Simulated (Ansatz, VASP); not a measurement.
**Hg in VASP and in Ansatz**

INCAR

```
SYSTEM = Hg
  ALGO = Normal
  EDIFF = 1E-7
  ENCUT = 520
  GGA = PE
  ISIF = 2
  ISMEAR = -1
  LASPH = .True.
  LCHARG = .False.
  LREAL = .False.
  LWAVE = .False.
  NBANDS = 19
  NELM = 100
  PREC = Accurate
  SIGMA = 0.1
```

File KPOINTS:

```
k-points
0
Gamma
  11 11 7
  0 0 0
```

Contents of POSCAR:

```
Hg
1.0
    3.6742960784      0.0000000000      0.0000000000
   -1.8371480392      3.1820337449      0.0000000000
    0.0000000000      0.0000000000      5.7679871320
Hg
2
Direct
    0.3333333333      0.6666666667      0.2500000000
    0.6666666667      0.3333333333      0.7500000000
```

Input for Ansatz:

```yaml
crystal:
  lattice:
    - [3.6742960784, 0.0, 0.0]
    - [-1.8371480392, 3.1820337449, 0.0]
    - [0.0, 0.0, 5.767987132]
  atoms:
    - { symbol: Hg, position: [0.3333333333, 0.6666666667, 0.25] }
    - { symbol: Hg, position: [0.6666666667, 0.3333333333, 0.75] }
hamiltonian:
  xc: pbe
  pseudopotentials:
    kind: paw
    azcp:
      Hg: "pseudopotentials/Hg.paw.azcp"
basis:
  ecutwfc: 420
  fft_grid_basis: typed
kpoints:
  mp_grid: { grid: [11, 11, 7], shift: [0, 0, 0] }
magnetization:
  spin_polarized: false
scf:
  occupations: { method: fermi_dirac, width: 0.1 }
  lower_state_search: "off"
output:
  stress: true
```

Alike in both runs: task single point; functional PBE; k mesh 11 × 11 × 7; occupations fermi-dirac, width 0.1 eV; no spin polarisation.

|  | VASP | Ansatz |
| --- | --- | --- |
| version | VASP 6.6.1 | Ansatz 0.2.0 |
| potentials or method | VASP PAW PBE potentials, release 64 (Hg), cutoff 520 eV | plane waves (420 eV) with PAW, scalar-relativistic |
| valence electrons in the cell | 24 | 40 |

Ansatz gave:

* pressure (GPa): -0.5
* traceless stress, the component that is largest in VASP (GPa): -0.06

Task: Which values does VASP return?

Result: Pressure (GPa): -0.5; traceless stress, the component that is largest in VASP (GPa): -0.05.

VASP's potentials hold 24 valence electrons a cell and Ansatz's 40, so a difference there can come from the potentials and not from the codes.

Spin-orbit coupling is off throughout.
